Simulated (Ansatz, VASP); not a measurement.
# Two plane-wave programs on Mo

```
CELL_PARAMETERS angstrom
-1.58138 1.58138 1.58138
1.58138 -1.58138 1.58138
1.58138 1.58138 -1.58138
ATOMIC_POSITIONS crystal
Mo 0.00000 0.00000 0.00000
```

Alike in both runs: task single point; functional PBE; k mesh 11 × 11 × 11; occupations fermi-dirac, width 0.1 eV; no spin polarisation.

```csv
,VASP,Ansatz
version,VASP 6.6.1,Ansatz 0.2.0
potentials or method,"VASP PAW PBE potentials, release 64 (Mo_sv), cutoff 520 eV","plane waves (420 eV) with PAW, scalar-relativistic"
valence electrons in the cell,14,14
```

```tsv
	VASP	Ansatz	Ansatz less VASP
pressure (GPa)	0.4	0.0	-0.49
```
